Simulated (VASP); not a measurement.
# SrCl2 (P1) in VASP: further runs

The runs below take SrCl2 through single point, with PBE.

Program: VASP 6.6.1. These are calculated values, not measurements. Logs are shortened: lines on timing, memory, paths and dates and some standing lists are left out, and cuts for length are marked.

## 1. The cell of the first run

The typed cell holds 12 atoms: a = 8.814 Å, b = 8.814 Å, c = 5.596 Å, α = 90.00°, β = 90.00°, γ = 120.00°.

## 2. Single point, PBE

Contents of INCAR:

```
ALGO = Normal ; EDIFF = 1E-6
ENCUT = 520 ; GGA = PE
ISIF = 2 ; ISMEAR = -1
LASPH = True ; LCHARG = False
LREAL = False ; LWAVE = False
NBANDS = 60 ; NELM = 100
PREC = Accurate ; SIGMA = 0.19
```

Contents of KPOINTS:

```
k-points
0
Gamma
  3 3 2
```

Contents of POSCAR:

```
SrCl2
1.0
    8.8144978110      0.0000000000      0.0000000000
   -4.4072489055      7.6335790260      0.0000000000
    0.0000000000      0.0000000000      5.5960650195
Sr Cl
4 8
Direct
   -0.0250544402     -0.0066876887     -0.0022821393
   -0.0149226272      0.5006941026     -0.0553565763
    0.4917546309     -0.0143767425     -0.0066795150
    0.5151902216      0.5101080354      0.0141184921
    0.1700713489      0.3513764632      0.2405781554
    0.3639646564      0.1966988217      0.7513111419
    0.1695012016      0.8403405504      0.2886067253
    0.3673756060      0.6896214714      0.7760378024
    0.6516603543      0.3146495231      0.2953262684
    0.8468742497      0.1553522923      0.7001491202
    0.7016527802      0.8358354552      0.3294368442
    0.8105438224      0.6414899202      0.7426300419
```

Potentials or basis: VASP PAW PBE potentials, release 64 (Sr_sv, Cl).

Launch:

```console
$ cat potpaw_PBE.64/Sr_sv/POTCAR potpaw_PBE.64/Cl/POTCAR > POTCAR
$ mpirun -np 1 vasp_std > vasp.out
```

OUTCAR:

```text
EDIFF = 1E-6
   ENCUT = 520
   GGA = PE
   ISIF = 2
   ISMEAR = -1
   LASPH = True
   LREAL = False
   NELM = 100
   PREC = Accurate

 ion  position               nearest neighbor table
   1  0.975  0.993  0.998-  10 2.77  11 2.80  12 3.04   5 3.06   7 3.12   6 3.28   4 4.16   3 4.23
                             2 4.40   2 4.44   3 4.59   4 4.66
   2  0.985  0.501  0.945-  12 2.66  10 2.99   5 3.05   8 3.07   9 3.22   7 3.23   4 4.20   3 4.38
                             1 4.40   1 4.44   3 4.46   4 4.65
   3  0.492  0.986  0.993-   8 2.57   6 2.94   7 2.97   9 3.03  10 3.17  11 3.34   1 4.23   4 4.30
                             2 4.38   2 4.46   4 4.52   1 4.59
   4  0.515  0.510  0.014-  12 2.72   6 2.81   8 2.84   5 2.93   9 2.99  11 3.06   1 4.16   2 4.20
                             3 4.30   3 4.52   2 4.65   1 4.66
   5  0.170  0.351  0.241-   4 2.93   2 3.05   1 3.06
   6  0.364  0.197  0.751-   4 2.81   3 2.94   1 3.28
   7  0.170  0.840  0.289-   3 2.97   1 3.12   2 3.23
   8  0.367  0.690  0.776-   3 2.57   4 2.84   2 3.07
   9  0.652  0.315  0.295-   4 2.99   3 3.03   2 3.22
  10  0.847  0.155  0.700-   1 2.77   2 2.99   3 3.17
  11  0.702  0.836  0.329-   1 2.80   4 3.06   3 3.34
  12  0.811  0.641  0.743-   2 2.66   4 2.72   1 3.04

  LATTYP: Found a hexagonal cell.
 ALAT       =     8.8144978110
 C/A-ratio  =     0.6348705439

  Lattice vectors:

 A1 = (   8.8144978110,   0.0000000000,   0.0000000000)
 A2 = (  -4.4072489055,   7.6335790260,   0.0000000000)
 A3 = (   0.0000000000,   0.0000000000,   5.5960650195)

Analysis of symmetry for initial positions (statically):
=====================================================================
 Subroutine PRICEL returns:
 Original cell was already a primitive cell.

 Routine SETGRP: Setting up the symmetry group for a
 hexagonal supercell.

 Subroutine GETGRP returns: Found  1 space group operations
 (whereof  1 operations were pure point group operations)
 out of a pool of 24 trial point group operations.

The static configuration has the point symmetry C_1 .

Analysis of symmetry for dynamics (positions and initial velocities):
=====================================================================
 Subroutine PRICEL returns:
 Original cell was already a primitive cell.

 Routine SETGRP: Setting up the symmetry group for a
 hexagonal supercell.

 Subroutine GETGRP returns: Found  1 space group operations
 (whereof  1 operations were pure point group operations)
 out of a pool of 24 trial point group operations.

The dynamic configuration has the point symmetry C_1 .

 Subroutine INISYM returns: Found  1 space group operations
 (whereof  1 operations are pure point group operations),
 and found     1 'primitive' translations

----------------------------------------------------------------------------------------

                                     Primitive cell

  volume of cell :     376.5378

  direct lattice vectors                    reciprocal lattice vectors
     8.814497811  0.000000000  0.000000000     0.113449458  0.065500075  0.000000000
    -4.407248906  7.633579026  0.000000000     0.000000000  0.131000150  0.000000000
     0.000000000  0.000000000  5.596065020     0.000000000  0.000000000  0.178696994

  length of vectors
     8.814497811  8.814497811  5.596065020     0.131000150  0.131000150  0.178696994

  position of ions in fractional coordinates (direct lattice)
     0.974945560  0.993312311  0.997717861
     0.985077373  0.500694103  0.944643424
     0.491754631  0.985623258  0.993320485
     0.515190222  0.510108035  0.014118492
     0.170071349  0.351376463  0.240578155
     0.363964656  0.196698822  0.751311142
     0.169501202  0.840340550  0.288606725
     0.367375606  0.689621471  0.776037802
     0.651660354  0.314649523  0.295326268
     0.846874250  0.155352292  0.700149120
     0.701652780  0.835835455  0.329436844
     0.810543822  0.641489920  0.742630042

  ion indices of the primitive-cell ions
   primitive index   ion index
                 1           1
                 2           2
                 3           3
                 4           4
                 5           5
                 6           6
                 7           7
                 8           8
                 9           9
                10          10
                11          11
                12          12

----------------------------------------------------------------------------------------

 KPOINTS: k-points

Automatic generation of k-mesh.
 Grid dimensions read from file:
 generate k-points for:    3    3    2

 Generating k-lattice:

  Cartesian coordinates                     Fractional coordinates (reciprocal lattice)
     0.037816486  0.021833358  0.000000000     0.333333333  0.000000000  0.000000000
     0.000000000  0.043666717  0.000000000     0.000000000  0.333333333  0.000000000
     0.000000000  0.000000000  0.089348497     0.000000000  0.000000000  0.500000000

  Length of vectors
     0.043666717  0.043666717  0.089348497

  Shift w.r.t. Gamma in fractional coordinates (k-lattice)
     0.000000000  0.000000000  0.000000000

 Subroutine IBZKPT returns following result:
 ===========================================

 Found     10 irreducible k-points:

 Following reciprocal coordinates:
            Coordinates               Weight
  0.000000  0.000000  0.000000      1.000000
  0.333333 -0.000000  0.000000      2.000000
  0.000000  0.333333  0.000000      2.000000
 -0.333333  0.333333  0.000000      2.000000
  0.333333  0.333333  0.000000      2.000000
  0.000000  0.000000  0.500000      1.000000
  0.333333 -0.000000  0.500000      2.000000
  0.000000  0.333333  0.500000      2.000000
 -0.333333  0.333333  0.500000      2.000000
  0.333333  0.333333  0.500000      2.000000
   k-points           NKPTS =     10   k-points in BZ     NKDIM =     10   number of bands    NBANDS=     60
   number of dos      NEDOS =    301   number of ions     NIONS =     12
   total plane-waves  NPLWV = 205800
   dimension x,y,z NGX =    70 NGY =   70 NGZ =   42
   dimension x,y,z NGXF=   140 NGYF=  140 NGZF=   84
   ions per type =               4   8
   NGX,Y,Z   is equivalent  to a cutoff of  13.20, 13.20, 12.48 a.u.
   NGXF,Y,Z  is equivalent  to a cutoff of  26.40, 26.40, 24.95 a.u.
 SYSTEM =  unknown system
   PREC   = accura    normal or accurate (medium, high low for compatibility)
   ISTART =      0    job   : 0-new  1-cont  2-samecut
   ICHARG =      2    charge: 1-file 2-atom 10-const
   ISPIN  =      1    spin polarized calculation?
   LNONCOLLINEAR =      F non collinear calculations
   LSORBIT =      F    spin-orbit coupling
   LASPH  =      T    aspherical Exc in radial PAW
   ENCUT  =  520.0 eV  38.22 Ry    6.18 a.u.  16.39 16.39 10.40*2*pi/ulx,y,z
   NELM   =    100;   NELMIN=  2; NELMDL= -5     # of ELM steps
   EDIFF  = 0.1E-05   stopping-criterion for ELM
   LREAL  =      F    real-space projection
   EDIFFG = 0.1E-04   stopping-criterion for IOM
   NSW    =      0    number of steps for IOM
   IBRION =     -1    ionic relax: 0-MD 1-quasi-New 2-CG
   NFREE  =      0    steps in history (QN), initial steepest desc. (CG)
   ISIF   =      2    stress and relaxation
   ISYM   =      2    0-nonsym 1-usesym 2-fastsym
   POTIM  = 0.5000    time-step for ionic-motion
   TEBEG  =    0.0;   TEEND  =   0.0 temperature during run
   PSTRESS=    0.0 pullay stress
   NELECT =      96.0000    total number of electrons
   NUPDOWN=      -1.0000    fix difference up-down
   EMIN   =  10.00;   EMAX   =-10.00  energy-range for DOS
   EFERMI =   0.00;   METHOD = LEGACY
   ISMEAR =    -1;   SIGMA  =   0.19  broadening in eV -4-tet -1-fermi 0-gaus
   EFERMI_NEDOS =   21; number of points for ismear=-14 and -15
   IALGO  =     38    algorithm
   IMIX   =      4    mixing-type and parameters
     AMIX     =   0.40;   BMIX     =  1.00
     AMIX_MAG =   1.60;   BMIX_MAG =  1.00
  volume/ion in A,a.u.               =      31.38       211.75
  Fermi-wavevector in a.u.,A,eV,Ry     =   1.038076  1.961679 14.661657  1.077601
  Thomas-Fermi vector in A             =   2.172543
   LORBIT       =      0    0 simple, 1 ext, 2 COOP (PROOUT), +10 PAW based schemes
   GGA     = PE    functional components
   LHFCALC =     F    Hartree Fock is set to
   AEXX    =    0.0000 exact exchange contribution
   IVDW    =     0    specifies the selected vdW correction
   LEPSILON=     F    determine dielectric tensor
   LRPA    =     F    only Hartree local field effects (RPA)
 non-spin polarized calculation
  energy-cutoff  :      520.00
  volume of cell :      376.54
 maximum number of plane-waves:     10209
 NGX is ok and might be reduce to    70
   NGX = 33   NGY = 33   NGZ = 21

 number of electron      95.9999999 magnetization

 Free energy of the ion-electron system (eV)
  ---------------------------------------------------
  ext. energy  EPLUGINS =         0.00000000
  ---------------------------------------------------
  free energy    TOTEN  =       -48.94478697 eV

  energy without entropy =      -48.94476227  energy(sigma->0) =      -48.94477462

 E-fermi :   2.0424     XC(G=0):  -7.8399

 val. band max:       -0.4638457481   @ k =   0.0000   0.0000   0.0000
 cond. band min:       4.1397396011   @ k =   0.0000   0.0000   0.0000
 fundamental gap:      4.6035853492
 Fermi energy:         2.0424154832

 k-point     1 :       0.0000    0.0000    0.0000
  band No.  band energies     occupation
      1     -33.9058      2.00000
      2     -33.6800      2.00000
      3     -33.5654      2.00000
      4     -33.2043      2.00000
      5     -16.2232      2.00000
      6     -16.1035      2.00000
[... 619 lines left out ...]
     59       6.5806      0.00000
     60       6.6440      0.00000

------------------------ aborting loop because EDIFF is reached ----------------------------------------

  FORCE on cell =-STRESS in cart. coord.  units (eV):
  Direction    XX          YY          ZZ          XY          YZ          ZX
  --------------------------------------------------------------------------------------
  -------------------------------------------------------------------------------------
  Total        2.3692628      3.2417538      0.2293323     -1.1869834      0.5525388      0.3368567
  in kB       10.0812709     13.7937415      0.9758147     -5.0506433      2.3510662      1.4333336
  external PRESSURE =       8.2836091 kB  Pullay stress =       0.0000000 kB

 VOLUME and BASIS-vectors are now :
 -----------------------------------------------------------------------------
  energy-cutoff  :      520.00
  volume of cell :      376.54
      direct lattice vectors                 reciprocal lattice vectors
     8.814497811  0.000000000  0.000000000     0.113449458  0.065500075  0.000000000
    -4.407248906  7.633579026  0.000000000     0.000000000  0.131000150  0.000000000
     0.000000000  0.000000000  5.596065020     0.000000000  0.000000000  0.178696994

 POSITION                                       TOTAL-FORCE (eV/Angst)
 -----------------------------------------------------------------------------------
      4.21588      7.58253      5.58329         1.045910      0.435716      0.233132
      6.47628      3.82209      5.28629         1.029368     -0.562654      0.818828
     -0.00932      7.52383      5.55869        -0.222690      1.750633      0.983782
      2.29297      3.89395      0.07901        -0.397540     -0.630433      0.983098
     -0.04951      2.68226      1.34629        -0.248132     -0.141742     -0.321729
      2.34127      1.50152      4.20439        -0.247060     -0.591669      0.286788
     -2.20952      6.41481      1.61506        -0.100720     -0.227005     -0.774954
      0.19890      5.26428      4.34276        -0.293684     -1.180841     -0.730782
      4.35732      2.40190      1.65266         0.396619      0.225396     -0.915419
      6.78009      1.18589      3.91808        -0.494109      0.323801      0.725132
      2.50098      6.38042      1.84355        -0.446730     -0.206472     -1.053905
      4.31733      4.89686      4.15581        -0.021230      0.805269     -0.233969
 -----------------------------------------------------------------------------------
    total drift:                               -0.000197     -0.000239      0.000647

  FREE ENERGIE OF THE ION-ELECTRON SYSTEM (eV)
  ---------------------------------------------------
  free  energy   TOTEN  =       -48.9447869710 eV

  energy  without entropy=      -48.9447622724  energy(sigma->0) =      -48.94477462
```

It took 3.6 min on 1 thread of Intel Xeon Platinum 8488C (Sapphire Rapids), shared host; peak memory 0.57 GiB.

Results:

```
Free energy            : -48.9448 eV
Pressure               : 0.8 GPa
Largest force          : 2.020 eV/Å
Band gap on the k mesh : 4.60 eV
```

Forces in eV/Å, atoms in the order of the input:
```
Sr   1.046  0.436  0.233
Sr   1.029 -0.563  0.819
Sr  -0.223  1.751  0.984
Sr  -0.398 -0.630  0.983
Cl  -0.248 -0.142 -0.322
Cl  -0.247 -0.592  0.287
Cl  -0.101 -0.227 -0.775
Cl  -0.294 -1.181 -0.731
Cl   0.397  0.225 -0.915
Cl  -0.494  0.324  0.725
Cl  -0.447 -0.206 -1.054
Cl  -0.021  0.805 -0.234
```

Stress tensor (GPa, compression positive):
```
 1.01 -0.51  0.14
-0.51  1.38  0.24
 0.14  0.24  0.10
```

Caveat: the k points lie up to 0.56 Å⁻¹ apart; forces of over 1 eV/Å act on the atoms, so gaps and moduli don't describe the material at rest.

## 3. Single point, PBE

Contents of INCAR:

```
SYSTEM = SrCl2
ALGO = Normal
EDIFF = 1E-6
ENCUT = 520
GGA = PE
ISIF = 2
ISMEAR = -1
LASPH = .TRUE.
LCHARG = .FALSE.
LREAL = .FALSE.
LWAVE = .FALSE.
NBANDS = 60
NELM = 60
PREC = Accurate
SIGMA = 0.19
```

Contents of KPOINTS:

```
k-points
0
G
  3 3 2
  0 0 0
```

Contents of POSCAR:

```
SrCl2
1.0
    8.8144978110      0.0000000000      0.0000000000
   -4.4072489055      7.6335790260      0.0000000000
    0.0000000000      0.0000000000      5.5960650195
Sr Cl
4 8
Direct
   -0.0367121926     -0.0082097794     -0.0007265820
   -0.0224585365      0.4949777800     -0.0979684829
    0.4905091711     -0.0099735654      0.0012212153
    0.5227296130      0.5128405675      0.0438129291
    0.1648938462      0.3647836736      0.2194720747
    0.3794881441      0.2093597243      0.7634564618
    0.1667384641      0.8409567751      0.2966643515
    0.3788693092      0.6827780236      0.7754811613
    0.6500728000      0.3025504802      0.3046017146
    0.8528299176      0.1540994068      0.6799381327
    0.7218881134      0.8324953444      0.3643551304
    0.7987473504      0.6385956028      0.7286614766
```

Potentials or basis: VASP PAW PBE potentials, release 64 (Sr_sv, Cl).

Launch:

```console
$ cat potpaw_PBE.64/Sr_sv/POTCAR potpaw_PBE.64/Cl/POTCAR > POTCAR
$ mpirun -np 1 vasp_std > vasp.out
```

Wall time 3.6 min (1 thread of Intel Xeon Platinum 8488C (Sapphire Rapids), shared host); peak memory 0.55 GiB.

Results (log left out):

```
Free energy            : -48.1962 eV
Pressure               : 0.9 GPa
Largest force          : 1.821 eV/Å
Band gap on the k mesh : 4.34 eV
```

Forces in eV/Å, atoms in the order of the input:
```
Sr   1.276  0.427  0.275
Sr   1.311 -0.426  0.686
Sr  -0.368  0.883  0.572
Sr  -0.417 -0.583  0.990
Cl  -0.247 -0.325 -0.187
Cl  -0.301 -0.658  0.223
Cl  -0.045 -0.145 -0.865
Cl  -0.397 -0.358 -0.356
Cl   0.417  0.295 -0.939
Cl  -0.595  0.460  0.912
Cl  -0.699 -0.159 -1.674
Cl   0.065  0.588  0.362
```

Stress tensor (GPa, compression positive):
```
 1.20 -0.86  0.30
-0.86  1.38 -0.30
 0.30 -0.30  0.02
```

Levels at points of the mesh, in eV from the valence-band top:
| k point | band 46 | band 47 | band 48 | band 49 | band 50 | band 51 |
| --- | --- | --- | --- | --- | --- | --- |
| (0.00, 0.00, 0.00) | -0.36 | -0.22 | 0.00 | 4.34 | 4.82 | 5.15 |
| (0.00, 0.00, 0.50) | -0.23 | -0.14 | -0.11 | 5.19 | 5.38 | 5.75 |

Caveat: the k points lie up to 0.56 Å⁻¹ apart; forces of over 1 eV/Å act on the atoms, so gaps and moduli don't describe the material at rest. A k mesh can miss the band edges.

[end of part 1 of 2]
